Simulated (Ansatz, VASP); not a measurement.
## One calculation of Ti2NbC3, two programs

The input INCAR:

```
SYSTEM = Ti2NbC3
  PREC = Accurate
  ENCUT = 600
  EDIFF = 1E-6
  ISMEAR = 0
  SIGMA = 0.1
  LREAL = .FALSE.
  LASPH = .TRUE.
  NELM = 60
  ALGO = Normal
  ISIF = 3
  LWAVE = .FALSE.
  LCHARG = .FALSE.
  GGA = PE
  IBRION = 2
  NSW = 90
  EDIFFG = -0.04
```

Contents of KPOINTS:

```
regular mesh
0
G
  6 6 4
  0 0 0
```

The input POSCAR:

```
Ti2NbC3
1.0
    4.5445491900      0.0000000000      0.0000000000
   -2.2722745900      3.9356950400      0.0000000000
    0.0000000000      0.0000000000      5.5540642900
Ti Nb C
2 1 3
Direct
    0.3333333300      0.6666666700      0.0000000000
    0.6666666700      0.3333333300      0.0000000000
    0.0000000000      0.0000000000      0.5000000000
    0.5000000000      0.0000000000      0.5000000000
    0.0000000000      0.5000000000      0.5000000000
    0.5000000000      0.5000000000      0.5000000000
```

Input for Ansatz:

```yaml
crystal:
  lattice:
    - [4.54454919, 0.0, 0.0]
    - [-2.27227459, 3.93569504, 0.0]
    - [0.0, 0.0, 5.55406429]
  atoms:
    - { symbol: Ti, position: [0.33333333, 0.66666667, 0.0] }
    - { symbol: Ti, position: [0.66666667, 0.33333333, 0.0] }
    - { symbol: Nb, position: [0.0, 0.0, 0.5] }
    - { symbol: C, position: [0.5, 0.0, 0.5] }
    - { symbol: C, position: [0.0, 0.5, 0.5] }
    - { symbol: C, position: [0.5, 0.5, 0.5] }
basis:
  ecutwfc: 420
kpoints:
  mp_grid: { grid: [6, 6, 4] }
hamiltonian:
  xc: pbe
scf:
  occupations: { method: gaussian, width: 0.1 }
  lower_state_search: "off"
output:
  forces: true
  stress: true
  eigenvalues: true
relax:
  adjacent_minimum: "off"
  f_tol: 0.04
  max_steps: 70
  cell: { stress_tol: 0.4 }
```

Alike in both runs: task relaxation of cell and atoms; functional PBE; k mesh 6 × 6 × 4; occupations gaussian, width 0.1 eV; no spin polarisation.

```csv
,VASP,Ansatz
version,VASP 6.6.1,Ansatz 0.2.0
potentials or method,"VASP PAW PBE potentials, release 64 (Ti_sv, Nb_sv, C), cutoff 600 eV","scalar-relativistic, plane waves, PAW"
valence electrons in the cell,49,49
```

|  | VASP | Ansatz | Ansatz less VASP |
| --- | --- | --- | --- |
| gap on the k mesh at the Fermi level, each at its own relaxed structure (eV) | none | none | - |
| relaxed volume (Å³/atom) | 10.77 | 10.75 | -0.020 |
| relaxed cell length with the largest relative difference (Å) | 3.245 | 3.241 | -0.0039 |

A gap of «none» marks a metal or a gap that the smearing closes.

Noted on VASP's run: the volume moved by over 15 % at a fixed basis, so the end points are rough.
